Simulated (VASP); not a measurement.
# GaN (Fm-3m) in VASP: notebook, part 3 of 3

VASP 6.6.1. The steps go on from the part before.

## (5) Electric field gradients, PBE

INCAR reads:

```
PREC = Accurate
ENCUT = 520
EDIFF = 1E-8
ISMEAR = -1
SIGMA = 0.02
LREAL = False
LASPH = True
NELM = 80
ALGO = Normal
ISIF = 2
LWAVE = False
LCHARG = False
GGA = PE
LEFG = True
NBANDS = 16
```

KPOINTS reads:

```
regular mesh
0
Gamma
  4 4 4
```

POSCAR reads:

```
GaN
1.0
    0.0000000000      1.9925000000      1.9925000000
    1.9925000000      0.0000000000      1.9925000000
    1.9925000000      1.9925000000      0.0000000000
Ga N
1 1
Direct
    0.5000000000      0.5000000000      0.5000000000
    0.0000000000      0.0000000000      0.0000000000
```

Potentials or basis: VASP PAW PBE potentials, release 64 (Ga_d, N).

The run is started by

```sh
> cat potpaw_PBE.64/Ga_d/POTCAR potpaw_PBE.64/N/POTCAR > POTCAR
> mpirun -np 1 vasp_std > vasp.out
```

OUTCAR:

```text
PREC = Accurate
   ENCUT = 520
   EDIFF = 1E-8
   ISMEAR = -1
   LREAL = False
   LASPH = True
   NELM = 80
   ISIF = 2
   GGA = PE

 ion  position               nearest neighbor table
   1  0.500  0.500  0.500-   2 1.99   2 1.99   2 1.99   2 1.99   2 1.99   2 1.99
   2  0.000  0.000  0.000-   1 1.99   1 1.99   1 1.99   1 1.99   1 1.99   1 1.99

  LATTYP: Found a face centered cubic cell.
 ALAT       =     3.9850000000

  Lattice vectors:

 A1 = (   0.0000000000,   1.9925000000,   1.9925000000)
 A2 = (   1.9925000000,   0.0000000000,   1.9925000000)
 A3 = (   1.9925000000,   1.9925000000,   0.0000000000)

Analysis of symmetry for initial positions (statically):
=====================================================================
 Subroutine PRICEL returns:
 Original cell was already a primitive cell.

 Routine SETGRP: Setting up the symmetry group for a
 face centered cubic supercell.

 Subroutine GETGRP returns: Found 48 space group operations
 (whereof 48 operations were pure point group operations)
 out of a pool of 48 trial point group operations.

The static configuration has the point symmetry O_h .

Analysis of symmetry for dynamics (positions and initial velocities):
=====================================================================
 Subroutine PRICEL returns:
 Original cell was already a primitive cell.

 Routine SETGRP: Setting up the symmetry group for a
 face centered cubic supercell.

 Subroutine GETGRP returns: Found 48 space group operations
 (whereof 48 operations were pure point group operations)
 out of a pool of 48 trial point group operations.

The dynamic configuration has the point symmetry O_h .

 Subroutine INISYM returns: Found 48 space group operations
 (whereof 48 operations are pure point group operations),
 and found     1 'primitive' translations

----------------------------------------------------------------------------------------

                                     Primitive cell

  volume of cell :      15.8207

  direct lattice vectors                    reciprocal lattice vectors
     0.000000000  1.992500000  1.992500000    -0.250941029  0.250941029  0.250941029
     1.992500000  0.000000000  1.992500000     0.250941029 -0.250941029  0.250941029
     1.992500000  1.992500000  0.000000000     0.250941029  0.250941029 -0.250941029

  length of vectors
     2.817820523  2.817820523  2.817820523     0.434642612  0.434642612  0.434642612

  position of ions in fractional coordinates (direct lattice)
     0.500000000  0.500000000  0.500000000
     0.000000000  0.000000000  0.000000000

  ion indices of the primitive-cell ions
   primitive index   ion index
                 1           1
                 2           2

----------------------------------------------------------------------------------------

 KPOINTS: regular mesh

Automatic generation of k-mesh.
[... 54 lines left out ...]
   NFREE  =      0    steps in history (QN), initial steepest desc. (CG)
   ISIF   =      2    stress and relaxation
   ISYM   =      2    0-nonsym 1-usesym 2-fastsym
   POTIM  = 0.5000    time-step for ionic-motion
   TEBEG  =    0.0;   TEEND  =   0.0 temperature during run
   PSTRESS=    0.0 pullay stress
   NELECT =      18.0000    total number of electrons
   NUPDOWN=      -1.0000    fix difference up-down
   EMIN   =  10.00;   EMAX   =-10.00  energy-range for DOS
   EFERMI =   0.00;   METHOD = LEGACY
   ISMEAR =    -1;   SIGMA  =   0.02  broadening in eV -4-tet -1-fermi 0-gaus
   EFERMI_NEDOS =   21; number of points for ismear=-14 and -15
   IALGO  =     38    algorithm
   IMIX   =      4    mixing-type and parameters
     AMIX     =   0.40;   BMIX     =  1.00
     AMIX_MAG =   1.60;   BMIX_MAG =  1.00
  volume/ion in A,a.u.               =       7.91        53.38
  Fermi-wavevector in a.u.,A,eV,Ry     =   1.709060  3.229655 39.741073  2.920886
  Thomas-Fermi vector in A             =   2.787614
   LORBIT       =      0    0 simple, 1 ext, 2 COOP (PROOUT), +10 PAW based schemes
   GGA     = PE    functional components
   LHFCALC =     F    Hartree Fock is set to
   AEXX    =    0.0000 exact exchange contribution
   IVDW    =     0    specifies the selected vdW correction
   LEPSILON=     F    determine dielectric tensor
   LRPA    =     F    only Hartree local field effects (RPA)
 non-spin polarized calculation
  energy-cutoff  :      520.00
  volume of cell :       15.82
 maximum number of plane-waves:       444
 NGX is ok and might be reduce to    24
   NGX = 11   NGY = 11   NGZ = 11

 number of electron      17.9999999 magnetization

 Free energy of the ion-electron system (eV)
  ---------------------------------------------------
  ext. energy  EPLUGINS =         0.00000000
  ---------------------------------------------------
  free energy    TOTEN  =       -10.40683785 eV

  energy without entropy =      -10.40683785  energy(sigma->0) =      -10.40683785

 E-fermi :  10.7264     XC(G=0): -14.1120

 val. band max:       10.2355655995   @ k =   0.5000   0.0000   0.0000
 cond. band min:      12.1147780568   @ k =   0.5000   0.5000   0.0000
 fundamental gap:      1.8792124573
 Fermi energy:        10.7263666832

 k-point     1 :       0.0000    0.0000    0.0000
  band No.  band energies     occupation
      1      -8.8990      2.00000
      2      -3.7221      2.00000
      3      -3.7221      2.00000
      4      -3.7221      2.00000
      5      -3.5709      2.00000
      6      -3.5709      2.00000
[... 129 lines left out ...]
      3      -3.7633      2.00000
      4      -3.7392      2.00000
      5      -3.2692      2.00000
      6      -0.5132      2.00000
[... 8 lines left out ...]
     15      31.2203      0.00000
     16      41.8700      0.00000

------------------------ aborting loop because EDIFF is reached ----------------------------------------

  FORCE on cell =-STRESS in cart. coord.  units (eV):
  Direction    XX          YY          ZZ          XY          YZ          ZX
  --------------------------------------------------------------------------------------
  -------------------------------------------------------------------------------------
  Total        6.9039435      6.9039435      6.9039435     -0.0000000     -0.0000000      0.0000000
  in kB      699.1700660    699.1700660    699.1700660     -0.0000000     -0.0000000      0.0000000
  external PRESSURE =     699.1700660 kB  Pullay stress =       0.0000000 kB

 VOLUME and BASIS-vectors are now :
 -----------------------------------------------------------------------------
  energy-cutoff  :      520.00
  volume of cell :       15.82
      direct lattice vectors                 reciprocal lattice vectors
     0.000000000  1.992500000  1.992500000    -0.250941029  0.250941029  0.250941029
     1.992500000  0.000000000  1.992500000     0.250941029 -0.250941029  0.250941029
     1.992500000  1.992500000  0.000000000     0.250941029  0.250941029 -0.250941029

 POSITION                                       TOTAL-FORCE (eV/Angst)
 -----------------------------------------------------------------------------------
      1.99250      1.99250      1.99250         0.000000      0.000000      0.000000
      0.00000      0.00000      0.00000         0.000000      0.000000      0.000000
 -----------------------------------------------------------------------------------
    total drift:                                0.000000     -0.000000      0.000000

  FREE ENERGIE OF THE ION-ELECTRON SYSTEM (eV)
  ---------------------------------------------------
  free  energy   TOTEN  =       -10.4068378541 eV

  energy  without entropy=      -10.4068378541  energy(sigma->0) =      -10.40683785

 Electric field gradients (V/A^2)
---------------------------------------------------------------------
 ion       V_xx      V_yy      V_zz      V_xy      V_xz      V_yz
---------------------------------------------------------------------
   1      -0.000    -0.000    -0.000    -0.002    -0.002    -0.002
   2       0.000    -0.000     0.000     0.000     0.000     0.000
---------------------------------------------------------------------

 Electric field gradients after diagonalization (V/A^2)
 (convention: |V_zz| > |V_xx| > |V_yy|)
----------------------------------------------------------------------
 ion       V_xx      V_yy      V_zz     asymmetry (V_yy - V_xx)/ V_zz
----------------------------------------------------------------------
   1       0.002     0.002    -0.004       0.000
   2      -0.000    -0.000     0.000       0.000
----------------------------------------------------------------------

           NMR quadrupolar parameters

 Cq : quadrupolar parameter    Cq=e*Q*V_zz/h
 eta: asymmetry parameters     (V_yy - V_xx)/ V_zz
 Q  : nuclear electric quadrupole moment in mb (millibarn)
----------------------------------------------------------------------
 ion       Cq(MHz)       eta       Q (mb)
----------------------------------------------------------------------
   1      -0.000       0.000       1.000
   2       0.000       0.000       1.000
----------------------------------------------------------------------
```

Wall time 2.9 s (1 thread of Intel Xeon 6975P-C (Granite Rapids), shared host); peak memory 0.13 GiB.

What came out:

```yaml
Free_energy: -10.4068 eV
Pressure: 69.9 GPa
Band_gap_on_the_k_mesh: 1.88 eV, indirect (least direct gap 5.18 eV)
```

Levels at points of the mesh, in eV from the valence-band top:
| k point | band 6 | band 7 | band 8 | band 9 | band 10 | band 11 | band 12 | band 13 |
| --- | --- | --- | --- | --- | --- | --- | --- | --- |
| (0.00, 0.00, 0.00) | -13.81 | -0.60 | -0.60 | -0.60 | 4.58 | 15.89 | 15.89 | 15.89 |
| (0.50, 0.00, 0.00) | -13.59 | -9.07 | 0.00 | 0.00 | 5.57 | 10.22 | 10.22 | 12.06 |
| (0.50, 0.50, 0.00) | -10.43 | -8.51 | -3.64 | -3.64 | 1.88 | 8.11 | 13.93 | 17.06 |

Caveat: the k points lie up to 0.68 Å⁻¹ apart; without QUAD_EFG the Cq values of the log hold for a quadrupole moment of 1 mb, not for the nuclei. A k mesh can miss the band edges.

## (6) The runs side by side

| task | k mesh | k mesh for the DOS | occupations for the DOS | gap on the mesh (eV) | pressure (GPa) |
| --- | --- | --- | --- | --- | --- |
| electric field gradients | 13 × 13 × 13 | - | - | 1.91 | 70.3 |
| density of states | 13 × 13 × 13 | 20 × 20 × 20 | tetrahedron | - | - |
| electric field gradients | 4 × 4 × 4 | - | - | 1.88 | 69.9 |

Alike in all rows: level PBE; potentials or basis VASP PAW PBE potentials, release 64 (Ga_d, N); no spin polarisation; cell as given; cutoff (eV) 520; smearing fermi-dirac 0.02 eV.

Caveats: some runs use coarse meshes.

Total energies depend on the potentials used, so only differences within one code and one set of settings carry meaning.
